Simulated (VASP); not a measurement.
Here is a VASP 6.6.1 calculation.

The input INCAR:

```
  ALGO = Normal
  EDIFF = 1E-7
  EDIFFG = -0.005
  ENCUT = 600
  GGA = CA
  IBRION = 2
  ISIF = 3
  ISMEAR = 0
  LASPH = T
  LCHARG = F
  LREAL = F
  LWAVE = F
  NELM = 60
  NSW = 100
  PREC = Accurate
  SIGMA = 0.02
```

The input KPOINTS:

```
k-points
0
Gamma
  10 10 10
```

POSCAR

```
SiC
1.0
    0.0000000000      2.1790000000      2.1790000000
    2.1790000000      0.0000000000      2.1790000000
    2.1790000000      2.1790000000      0.0000000000
Si C
1 1
Direct
    0.0000000000      0.0000000000      0.0000000000
    0.2500000000      0.2500000000      0.2500000000
```

Potentials or basis: VASP PAW LDA potentials, release 64 (Si, C).

The run is started by

```bash
$ cat potpaw_LDA.64/Si/POTCAR potpaw_LDA.64/C/POTCAR > POTCAR
$ mpirun -np 1 vasp_std > vasp.out
```

Question: Estimate the relaxed cell.

Answer: a = 3.062 Å, b = 3.062 Å, c = 3.062 Å, α = 60.00°, β = 60.00°, γ = 60.00°.

Question: Predict the relaxed volume.

Answer: 10.15 Å³/atom.

Question: Predict the space group after relaxing (to 0.1 Å).

Answer: F-43m (No. 216).

Final structure:
```cif
data_structure
_symmetry_space_group_name_H-M 'P 1'
_symmetry_Int_Tables_number 1
_cell_length_a 3.0622
_cell_length_b 3.0622
_cell_length_c 3.0622
_cell_angle_alpha 60.000
_cell_angle_beta 60.000
_cell_angle_gamma 60.000
_cell_volume 20.30
loop_
_atom_site_label
_atom_site_type_symbol
_atom_site_fract_x
_atom_site_fract_y
_atom_site_fract_z
_atom_site_occupancy
Si1 Si 0.00000 0.00000 0.00000 1
C1 C 0.25000 0.25000 0.25000 1
```

LDA usually gives volumes a few per cent too small. Zero-point motion and thermal expansion aren't in these numbers.
